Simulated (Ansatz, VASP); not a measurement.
Cl in VASP and in Ansatz

File INCAR:

```
SYSTEM = Cl
PREC = Accurate
ENCUT = 520
EDIFF = 1E-6
ISMEAR = -1
SIGMA = 0.08
LREAL = .False.
LASPH = .True.
NELM = 100
ALGO = Normal
ISIF = 2
LWAVE = .False.
LCHARG = .True.
GGA = PE
LELF = .True.
LVHAR = .True.
NBANDS = 14
```

KPOINTS

```
Automatic mesh
0
Gamma
  16 16 16
  0 0 0
```

The input POSCAR:

```
Cl
1.0
   -2.1775543366      2.1775543366      1.0562752933
    2.1775543366     -2.1775543366      1.0562752933
    2.1775543366      2.1775543366     -1.0562752933
Cl
2
Direct
   -0.3750000000     -0.1250000000     -0.2500000000
    0.3750000000      0.1250000000      0.2500000000
```

Input for Ansatz:

```yaml
crystal:
  lattice:
    - [-2.1775543366, 2.1775543366, 1.0562752933]
    - [2.1775543366, -2.1775543366, 1.0562752933]
    - [2.1775543366, 2.1775543366, -1.0562752933]
  atoms:
    - { symbol: Cl, position: [-0.375, -0.125, -0.25] }
    - { symbol: Cl, position: [0.375, 0.125, 0.25] }
kpoints:
  mp_grid: { grid: [16, 16, 16] }
scf:
  occupations: { method: fermi_dirac, width: 0.08 }
hamiltonian:
  xc: pbe
  pseudopotentials: { kind: all_electron, datasets: crystal }
output:
  forces: true
  stress: true
  eigenvalues: true
```

Change from the starting cell: volume scaled by 0.4, crystal datasets.

Alike in both runs: task single point; functional PBE; k mesh 16 × 16 × 16; occupations fermi-dirac, width 0.08 eV; no spin polarisation.

|  | VASP | Ansatz |
| --- | --- | --- |
| version | VASP 6.6.1 | Ansatz 0.2.0 |
| potentials or method | VASP PAW PBE potentials, release 64 (Cl), cutoff 520 eV | all-electron PAW with datasets made for the crystal, scalar-relativistic |

|  | VASP | Ansatz | Ansatz less VASP |
| --- | --- | --- | --- |
| pressure (GPa) | 168.2 | 169.2 | +1.00 |
| traceless stress, the component that is largest in VASP (GPa) | -1.39 | -0.17 | +1.224 |

Both programs put the cell under a high pressure, so it lies far from rest at this level. Ansatz ran all-electron here, and VASP with PAW potentials. Ansatz's warnings: printed levels off.

Noted on VASP's run: the cell as given lies far from equilibrium.
